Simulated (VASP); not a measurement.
Runs of VASP 6.6.1 on W. The structure is that of space group Fm-3m (No. 225), or close to it. The cells are those of the table. 

```csv
spin,cell,k mesh,gap on the mesh (eV),pressure (GPa)
off,"a = 2.772 Å, angles 60.0°, 1 atom",15 × 15 × 15,none,15.5
"non-collinear, zero start, SOC","a = 2.810 Å, angles 60.0°, 1 atom",14 × 14 × 14,-,(b)
off,"a = 2.883 Å, angles 60.0°, 1 atom",15 × 15 × 15,none,-19.5
off,"a = 2.693 Å, angles 60.0°, 1 atom",15 × 15 × 15,none,(a)
off,"a = 2.810 Å, angles 60.0°, 1 atom",15 × 15 × 15,none,1.4
```

Alike in all rows: task single point; level LDA; potentials or basis VASP PAW LDA potentials, release 64 (W_sv); cutoff (eV) 520; smearing fermi-dirac 0.1 eV.

Question: Estimate the missing entries.

Answer: (a) 54.4; (b) 2.9.

Caveats: spin-orbit coupling is left out, which moves the levels of the heavy elements (some runs).

A k mesh can miss the band edges, and rows without SOC leave out spin-orbit coupling on W.

A gap of «none» marks levels without a gap at the run's occupations.
